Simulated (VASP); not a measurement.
# Mn in VASP: a series of runs

Mn is run at these levels: revPBE; tasks: single point.

All numbers are computed with VASP 6.6.1; they aren't measurements. Logs are shortened: lines on timing, memory, paths and dates and some standing lists are left out, and cuts for length are marked.

### Step 1. The cell of the first run

It takes space group Fm-3m (No. 225, cubic). Conventional cell: a = 3.521 Å, b = 3.521 Å, c = 3.521 Å, α = 90.00°, β = 90.00°, γ = 90.00°. Within 3.3 Å of Mn (site symmetry m-3m) lie 12 Mn at 2.49 Å.

### Step 2. Single point, revPBE

INCAR

```
ALGO = Normal ; EDIFF = 1E-6
ENCUT = 520 ; GGA = RE
ISIF = 2 ; ISMEAR = -1
LASPH = T ; LCHARG = F
LREAL = F ; LWAVE = F
NBANDS = 12 ; NELM = 60
PREC = Accurate ; SIGMA = 0.1
```

KPOINTS

```
k-points
0
Gamma
  25 25 25
```

POSCAR

```
Mn
1.0
    0.0000000000      1.7604696462      1.7604696462
    1.7604696462      0.0000000000      1.7604696462
    1.7604696462      1.7604696462      0.0000000000
Mn
1
Direct
    0.0000000000      0.0000000000      0.0000000000
```

Potentials or basis: VASP PAW PBE potentials, release 64 (Mn_pv).

Command:

```
$ cat potpaw_PBE.64/Mn_pv/POTCAR > POTCAR
$ mpirun -np 1 vasp_std > vasp.out
```

OUTCAR:

```text
EDIFF = 1E-6
   ENCUT = 520
   GGA = RE
   ISIF = 2
   ISMEAR = -1
   LASPH = T
   LREAL = F
   NELM = 60
   PREC = Accurate

 ion  position               nearest neighbor table
   1  0.000  0.000  0.000-

  LATTYP: Found a face centered cubic cell.
 ALAT       =     3.5209392924

  Lattice vectors:

 A1 = (   0.0000000000,   1.7604696462,   1.7604696462)
 A2 = (   1.7604696462,   0.0000000000,   1.7604696462)
 A3 = (   1.7604696462,   1.7604696462,   0.0000000000)

Analysis of symmetry for initial positions (statically):
=====================================================================
 Subroutine PRICEL returns:
 Original cell was already a primitive cell.

 Routine SETGRP: Setting up the symmetry group for a
 face centered cubic supercell.

 Subroutine GETGRP returns: Found 48 space group operations
 (whereof 48 operations were pure point group operations)
 out of a pool of 48 trial point group operations.

The static configuration has the point symmetry O_h .

Analysis of symmetry for dynamics (positions and initial velocities):
=====================================================================
 Subroutine PRICEL returns:
 Original cell was already a primitive cell.

 Routine SETGRP: Setting up the symmetry group for a
 face centered cubic supercell.

 Subroutine GETGRP returns: Found 48 space group operations
 (whereof 48 operations were pure point group operations)
 out of a pool of 48 trial point group operations.

The dynamic configuration has the point symmetry O_h .

 Subroutine INISYM returns: Found 48 space group operations
 (whereof 48 operations are pure point group operations),
 and found     1 'primitive' translations

----------------------------------------------------------------------------------------

                                     Primitive cell

  volume of cell :      10.9123

  direct lattice vectors                    reciprocal lattice vectors
     0.000000000  1.760469646  1.760469646    -0.284015121  0.284015121  0.284015121
     1.760469646  0.000000000  1.760469646     0.284015121 -0.284015121  0.284015121
     1.760469646  1.760469646  0.000000000     0.284015121  0.284015121 -0.284015121

  length of vectors
     2.489680050  2.489680050  2.489680050     0.491928620  0.491928620  0.491928620

  position of ions in fractional coordinates (direct lattice)
     0.000000000  0.000000000  0.000000000

  ion indices of the primitive-cell ions
   primitive index   ion index
                 1           1

----------------------------------------------------------------------------------------

 KPOINTS: k-points

Automatic generation of k-mesh.
 Grid dimensions read from file:
 generate k-points for:   25   25   25

 Generating k-lattice:

  Cartesian coordinates                     Fractional coordinates (reciprocal lattice)
    -0.011360605  0.011360605  0.011360605     0.040000000  0.000000000  0.000000000
     0.011360605 -0.011360605  0.011360605     0.000000000  0.040000000  0.000000000
     0.011360605  0.011360605 -0.011360605     0.000000000  0.000000000  0.040000000

  Length of vectors
     0.019677145  0.019677145  0.019677145

  Shift w.r.t. Gamma in fractional coordinates (k-lattice)
     0.000000000  0.000000000  0.000000000

 Subroutine IBZKPT returns following result:
 ===========================================

 Found    455 irreducible k-points:

 Following reciprocal coordinates:
            Coordinates               Weight
  0.000000  0.000000  0.000000      1.000000
  0.040000  0.000000  0.000000      8.000000
  0.080000  0.000000  0.000000      8.000000
  0.120000  0.000000  0.000000      8.000000
  0.160000  0.000000  0.000000      8.000000
  0.200000  0.000000  0.000000      8.000000
[... 16 lines left out ...]
  0.400000  0.040000  0.000000     24.000000
  0.440000  0.040000  0.000000     24.000000
 [... further k-points ...]
   k-points           NKPTS =    455   k-points in BZ     NKDIM =    455   number of bands    NBANDS=     12
   number of dos      NEDOS =    301   number of ions     NIONS =      1
   total plane-waves  NPLWV =   8000
   dimension x,y,z NGX =    20 NGY =   20 NGZ =   20
   dimension x,y,z NGXF=    40 NGYF=   40 NGZF=   40
   ions per type =               1
   NGX,Y,Z   is equivalent  to a cutoff of  13.35, 13.35, 13.35 a.u.
   NGXF,Y,Z  is equivalent  to a cutoff of  26.71, 26.71, 26.71 a.u.
 SYSTEM =  unknown system
   PREC   = accura    normal or accurate (medium, high low for compatibility)
   ISTART =      0    job   : 0-new  1-cont  2-samecut
   ICHARG =      2    charge: 1-file 2-atom 10-const
   ISPIN  =      1    spin polarized calculation?
   LNONCOLLINEAR =      F non collinear calculations
   LSORBIT =      F    spin-orbit coupling
   LASPH  =      T    aspherical Exc in radial PAW
   ENCUT  =  520.0 eV  38.22 Ry    6.18 a.u.   4.63  4.63  4.63*2*pi/ulx,y,z
   NELM   =     60;   NELMIN=  2; NELMDL= -5     # of ELM steps
   EDIFF  = 0.1E-05   stopping-criterion for ELM
   LREAL  =      F    real-space projection
   EDIFFG = 0.1E-04   stopping-criterion for IOM
   NSW    =      0    number of steps for IOM
   IBRION =     -1    ionic relax: 0-MD 1-quasi-New 2-CG
   NFREE  =      0    steps in history (QN), initial steepest desc. (CG)
   ISIF   =      2    stress and relaxation
   ISYM   =      2    0-nonsym 1-usesym 2-fastsym
   POTIM  = 0.5000    time-step for ionic-motion
   TEBEG  =    0.0;   TEEND  =   0.0 temperature during run
   PSTRESS=    0.0 pullay stress
   NELECT =      13.0000    total number of electrons
   NUPDOWN=      -1.0000    fix difference up-down
   EMIN   =  10.00;   EMAX   =-10.00  energy-range for DOS
   EFERMI =   0.00;   METHOD = LEGACY
   ISMEAR =    -1;   SIGMA  =   0.10  broadening in eV -4-tet -1-fermi 0-gaus
   EFERMI_NEDOS =   21; number of points for ismear=-14 and -15
   IALGO  =     38    algorithm
   IMIX   =      4    mixing-type and parameters
     AMIX     =   0.40;   BMIX     =  1.00
     AMIX_MAG =   1.60;   BMIX_MAG =  1.00
  volume/ion in A,a.u.               =      10.91        73.64
  Fermi-wavevector in a.u.,A,eV,Ry     =   1.735471  3.279565 40.978846  3.011860
  Thomas-Fermi vector in A             =   2.809070
   LORBIT       =      0    0 simple, 1 ext, 2 COOP (PROOUT), +10 PAW based schemes
   GGA     = RE    functional components
   LHFCALC =     F    Hartree Fock is set to
   AEXX    =    0.0000 exact exchange contribution
   IVDW    =     0    specifies the selected vdW correction
   LEPSILON=     F    determine dielectric tensor
   LRPA    =     F    only Hartree local field effects (RPA)
 non-spin polarized calculation
  energy-cutoff  :      520.00
  volume of cell :       10.91
 maximum number of plane-waves:       306
   NGX =  9   NGY =  9   NGZ =  9

 number of electron      12.9999988 magnetization

 Free energy of the ion-electron system (eV)
  ---------------------------------------------------
  ext. energy  EPLUGINS =         0.00000000
  ---------------------------------------------------
  free energy    TOTEN  =        -8.51007234 eV

  energy without entropy =       -8.45928209  energy(sigma->0) =       -8.48467721

 E-fermi :  10.3692     XC(G=0): -13.8396

 val. band max:       10.3686740572   @ k =  -0.4800   0.3600   0.0000
 cond. band min:      10.3717841499   @ k =  -0.4400   0.0400   0.0000
 fundamental gap:      0.0031100927
 Fermi energy:        10.3691548214

 k-point     1 :       0.0000    0.0000    0.0000
  band No.  band energies     occupation
      1     -37.3437      2.00000
      2     -37.3437      2.00000
      3     -37.3437      2.00000
      4       2.1243      2.00000
      5       9.2514      1.99997
      6       9.2515      1.99997
      7       9.2515      1.99997
      8      10.9064      0.00924
      9      10.9064      0.00924
     10      31.6376      0.00000
     11      37.3762      0.00000
     12      37.3762      0.00000

 k-point     2 :       0.0400    0.0000    0.0000
  band No.  band energies     occupation
      1     -37.3554      2.00000
      2     -37.3452      2.00000
      3     -37.3452      2.00000
      4       2.1915      2.00000
      5       9.2226      1.99998
      6       9.2727      1.99997
      7       9.2727      1.99997
      8      10.8950      0.01035
      9      10.8950      0.01035
     10      31.6395      0.00000
     11      36.6395      0.00000
     12      37.3778      0.00000

 k-point     3 :       0.0800    0.0000    0.0000
  band No.  band energies     occupation
      1     -37.3895      2.00000
      2     -37.3496      2.00000
      3     -37.3496      2.00000
      4       2.3907      2.00000
      5       9.1407      1.99999
      6       9.3322      1.99994
      7       9.3322      1.99994
      8      10.8654      0.01389
      9      10.8654      0.01389
     10      31.5870      0.00000
     11      35.1938      0.00000
     12      37.3813      0.00000

 k-point     4 :       0.1200    0.0000    0.0000
  band No.  band energies     occupation
      1     -37.4438      2.00000
      2     -37.3567      2.00000
      3     -37.3567      2.00000
      4       2.7143      2.00000
      5       9.0187      2.00000
      6       9.4163      1.99985
      7       9.4163      1.99985
      8      10.8325      0.01926
      9      10.8325      0.01926
     10      31.2369      0.00000
     11      33.8530      0.00000
     12      37.3829      0.00000

 k-point     5 :       0.1600    0.0000    0.0000
  band No.  band energies     occupation
      1     -37.5145      2.00000
      2     -37.3658      2.00000
      3     -37.3658      2.00000
      4       3.1483      2.00000
      5       8.8782      2.00000
      6       9.4998      1.99966
      7       9.4998      1.99966
      8      10.8222      0.02133
      9      10.8222      0.02133
     10      30.2100      0.00000
     11      33.0965      0.00000
     12      37.3764      0.00000

 k-point     6 :       0.2000    0.0000    0.0000
  band No.  band energies     occupation
      1     -37.5970      2.00000
      2     -37.3766      2.00000
      3     -37.3766      2.00000
      4       3.6695      2.00000
      5       8.7488      2.00000
      6       9.5497      1.99945
      7       9.5497      1.99945
      8      10.8674      0.01362
      9      10.8674      0.01362
     10      28.6866      0.00000
     11      32.7273      0.00000
     12      37.3535      0.00000

 k-point     7 :       0.2400    0.0000    0.0000
  band No.  band energies     occupation
      1     -37.6858      2.00000
      2     -37.3882      2.00000
      3     -37.3882      2.00000
      4       4.2406      2.00000
      5       8.6711      2.00000
      6       9.5437      1.99948
      7       9.5437      1.99948
      8      10.9884      0.00408
      9      10.9884      0.00408
     10      27.0233      0.00000
     11      32.3873      0.00000
     12      37.3034      0.00000

 k-point     8 :       0.2800    0.0000    0.0000
  band No.  band energies     occupation
      1     -37.7754      2.00000
      2     -37.4000      2.00000
      3     -37.4000      2.00000
      4       4.8034      2.00000
      5       8.7005      2.00000
      6       9.4873      1.99970
      7       9.4873      1.99970
      8      11.1748      0.00063
      9      11.1748      0.00063
     10      25.3580      0.00000
     11      31.9907      0.00000
     12      37.2126      0.00000
[... 166 lines left out ...]
 k-point    20 :       0.2800    0.0400    0.0000
  band No.  band energies     occupation
      1     -37.7462      2.00000
      2     -37.4062      2.00000
      3     -37.3947      2.00000
      4       4.6712      2.00000
      5       8.6257      2.00000
      6       9.4932      1.99969
      7       9.5468      1.99946
      8      10.9970      0.00375
      9      11.2577      0.00028
     10      25.9438      0.00000
     11      32.0281      0.00000
     12      35.9489      0.00000

 k-point    21 :       0.3200    0.0400    0.0000
  band No.  band energies     occupation
      1     -37.8321      2.00000
      2     -37.4173      2.00000
      3     -37.4070      2.00000
      4       5.1848      2.00000
      5       8.7505      2.00000
      6       9.3994      1.99988
      7       9.4741      1.99974
      8      11.2474      0.00031
      9      11.4602      0.00004
     10      24.3086      0.00000
     11      31.6204      0.00000
     12      35.7930      0.00000

 k-point    22 :       0.3600    0.0400    0.0000
  band No.  band energies     occupation
      1     -37.9096      2.00000
      2     -37.4268      2.00000
      3     -37.4187      2.00000
      4       5.5669      2.00000
      5       9.0601      2.00000
      6       9.3060      1.99995
      7       9.3872      1.99989
      8      11.5241      0.00002
      9      11.6665      0.00000
     10      22.7641      0.00000
     11      31.2196      0.00000
     12      35.6626      0.00000

 k-point    23 :       0.4000    0.0400    0.0000
  band No.  band energies     occupation
      1     -37.9743      2.00000
      2     -37.4341      2.00000
      3     -37.4290      2.00000
      4       5.7936      2.00000
      5       9.1957      1.99998
      6       9.3036      1.99995
      7       9.5629      1.99937
      8      11.8030      0.00000
      9      11.8472      0.00000
     10      21.3704      0.00000
     11      30.8703      0.00000
     12      35.5835      0.00000

 k-point    24 :       0.4400    0.0400    0.0000
  band No.  band energies     occupation
      1     -38.0221      2.00000
      2     -37.4389      2.00000
      3     -37.4374      2.00000
      4       5.9025      2.00000
      5       9.1336      1.99999
      6       9.2358      1.99998
      7      10.0795      1.89533
      8      11.9782      0.00000
      9      12.0640      0.00000
     10      20.2206      0.00000
     11      30.6051      0.00000
     12      35.5887      0.00000

 [... further k-points ...]
[... 5 lines left out ...]
  --------------------------------------------------------------------------------------
  -------------------------------------------------------------------------------------
  Total        0.0039764      0.0039764      0.0039764      0.0000000      0.0000000      0.0000000
  in kB        0.5838331      0.5838331      0.5838331      0.0000000      0.0000000      0.0000000
  external PRESSURE =       0.5838331 kB  Pullay stress =       0.0000000 kB

 VOLUME and BASIS-vectors are now :
 -----------------------------------------------------------------------------
  energy-cutoff  :      520.00
  volume of cell :       10.91
      direct lattice vectors                 reciprocal lattice vectors
     0.000000000  1.760469646  1.760469646    -0.284015121  0.284015121  0.284015121
     1.760469646  0.000000000  1.760469646     0.284015121 -0.284015121  0.284015121
     1.760469646  1.760469646  0.000000000     0.284015121  0.284015121 -0.284015121

 POSITION                                       TOTAL-FORCE (eV/Angst)
 -----------------------------------------------------------------------------------
      0.00000      0.00000      0.00000         0.000000     -0.000000     -0.000000
 -----------------------------------------------------------------------------------
    total drift:                                0.000000      0.000000      0.000000

  FREE ENERGIE OF THE ION-ELECTRON SYSTEM (eV)
  ---------------------------------------------------
  free  energy   TOTEN  =        -8.5100723385 eV

  energy  without entropy=       -8.4592820851  energy(sigma->0) =       -8.48467721
```

Run time: 85 s. Hardware: 1 thread of Intel Xeon Platinum 8175M at 2.50GHz (Skylake/Cascade Lake), shared host; peak memory 0.17 GiB.

What came out:

* Free energy: -8.5101 eV
* Pressure: 0.1 GPa

Caveat: the PAW data sets were made with another functional, which shifts forces and pressure a little; the run has no spin polarisation, though such a crystal can be magnetic. Spin polarisation is off, so any magnetic state and its effect on volume and gap are missing.

(Part 1 of 2 ends here.)
